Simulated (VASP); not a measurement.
Write the native input for VASP 6.6.1 that does the following.

| Item | Value |
| --- | --- |
| Task | relaxation of cell and atoms |
| Functional | PBE |
| Potentials or basis | VASP PAW PBE potentials, release 64 (Cd, S, O) |
| Cutoff | 600 eV |
| k mesh | 4 × 4 × 3 |
| Occupations | gaussian, width 0.15 eV |
| Spin | no spin polarisation |
| Dipole correction | no |
| Further INCAR settings | ALGO = Normal; EDIFF = 1e-06; IBRION = 2; EDIFFG = -0.08; NSW = 36; ISIF = 3 |

The structure of Cd2SO lies in POSCAR:

```
Cd2SO
1.0
    3.7900000000      0.0000000000      0.0000000000
    0.0000000000      3.7900000000      0.0000000000
    0.0000000000      0.0000000000      5.3600000000
Cd S O
2 1 1
Direct
    0.5000000000      0.0000000000      0.7000000000
    0.0000000000      0.5000000000      0.3000000000
    0.0000000000      0.0000000000      0.0000000000
    0.5000000000      0.5000000000      0.5000000000
```

These files were run (other wordings do the same):

INCAR

```
SYSTEM = Cd2SO
PREC = Accurate ; ENCUT = 600
EDIFF = 1E-6 ; ISMEAR = 0
SIGMA = 0.15 ; LREAL = .False.
LASPH = .True. ; NELM = 80
ALGO = Normal ; ISIF = 3
LWAVE = .False. ; LCHARG = .False.
GGA = PE ; IBRION = 2
NSW = 36 ; EDIFFG = -0.08
```

KPOINTS

```
Automatic mesh
0
Gamma
  4 4 3
  0 0 0
```

Potentials or basis: VASP PAW PBE potentials, release 64 (Cd, S, O).

Launch:

```console
$ cat potpaw_PBE.64/Cd/POTCAR potpaw_PBE.64/S/POTCAR potpaw_PBE.64/O/POTCAR > POTCAR
$ mpirun -np 1 vasp_std > vasp.out
```

Results of the run:

* Relaxed volume: 21.16 Å³/atom
* Relaxed cell: a = 3.931 Å, b = 3.931 Å, c = 5.475 Å, α = 90.00°, β = 90.00°, γ = 90.00°
* Space group after relaxing (to 0.05 Å): P-4m2 (No. 115)
* Energy gained by relaxing: 50.7 meV/atom
* Ionic steps: 5
* Pressure after relaxing: 0.1 GPa
* Band gap on the k mesh: zero (filled and empty bands touch)

Caveat: the k points lie up to 0.40 Å⁻¹ apart in the final cell.

Run time: 110 s on 1 thread of Intel Xeon 6975P-C (shared host), peak memory 0.22 GiB.
